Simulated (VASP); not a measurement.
Set up this calculation in VASP 6.6.1, as the native input.

| Property | Result |
| --- | --- |
| Task | single point |
| Functional | PBEsol |
| Potentials or basis | VASP PAW PBE potentials, release 64 (Ni, Cu, O) |
| Cutoff | 600 eV |
| k mesh | 4 × 4 × 4 |
| Occupations | gaussian, width 0.05 eV |
| Spin | collinear spin, ferromagnetic start |
| Starting moments | [1.0, 0.0, 0.0, 0.0, 0.0, 0.0, 0.0, 0.0, 0.0, 0.0, 0.0, 0.0] μB |
| Hubbard terms | Ni d U = 5.0 eV |
| Dipole correction | no |
| Further INCAR settings | ALGO = Normal; EDIFF = 1e-06; NBANDS = 72 |

The structure of Cu7NiO4 lies in POSCAR:

```
Cu7NiO4
1.0
    0.0000000000      4.2696000000      4.2696000000
    4.2696000000      0.0000000000      4.2696000000
    4.2696000000      4.2696000000      0.0000000000
Ni Cu O
1 7 4
Direct
    0.1250000000      0.1250000000      0.1250000000
    0.6250000000      0.6250000000      0.6250000000
    0.1250000000      0.1250000000      0.6250000000
    0.6250000000      0.6250000000      0.1250000000
    0.6250000000      0.1250000000      0.1250000000
    0.1250000000      0.6250000000      0.6250000000
    0.1250000000      0.6250000000      0.1250000000
    0.6250000000      0.1250000000      0.6250000000
    0.9964415670      0.9964415670      0.9964415670
    0.4998075115      0.4998075115      0.4998075115
    0.2535584330      0.2535584330      0.2535584330
    0.7501924885      0.7501924885      0.7501924885
```

One way to write it, as run:

INCAR

```
SYSTEM = Cu7NiO4
  PREC = Accurate
  ENCUT = 600
  EDIFF = 1E-6
  ISMEAR = 0
  SIGMA = 0.05
  LREAL = .False.
  LASPH = .True.
  NELM = 200
  ALGO = Normal
  ISIF = 2
  LWAVE = .False.
  LCHARG = .True.
  ISPIN = 2
  MAGMOM = 1 0 0 0 0 0 0 0 0 0 0 0
  LORBIT = 11
  LMAXMIX = 4
  LDAU = .True.
  LDAUTYPE = 2
  LDAUL = 2 -1 -1
  LDAUU = 5 0 0
  LDAUJ = 0 0 0
  LDAUPRINT = 1
  GGA = PS
  LELF = .True.
  LVHAR = .True.
  NBANDS = 72
  GGA_COMPAT = .False.
```

KPOINTS

```
regular mesh
0
Gamma
  4 4 4
  0 0 0
```

Potentials or basis: VASP PAW PBE potentials, release 64 (Ni, Cu, O).

Run with:

```console
$ cat potpaw_PBE.64/Ni/POTCAR potpaw_PBE.64/Cu/POTCAR potpaw_PBE.64/O/POTCAR > POTCAR
$ mpirun -np 1 vasp_std > vasp.out
```

Results of the run:

```yaml
Pressure: -3.8 GPa
Largest_force: 0.320 eV/Å
Band_gap_on_the_k_mesh: 0.40 eV
Net_moment: 1.00 μB per cell
Site_moments: Ni +0.84; Cu +0.00, +0.05 (each value once); O -0.02, +0.02 (each value once) μB
Valence_electrons_inside_the_program's_atomic_spheres: Ni 9.27; Cu 9.97, 9.99, 9.96 (each value once); O 5.00
```

Caveat: the cell stands under tension; the PAW data sets were made with another functional, which shifts forces and pressure a little.

Run time: 24 min on 1 thread of Intel Xeon 8259CL, with other jobs on the host, peak memory 0.56 GiB.
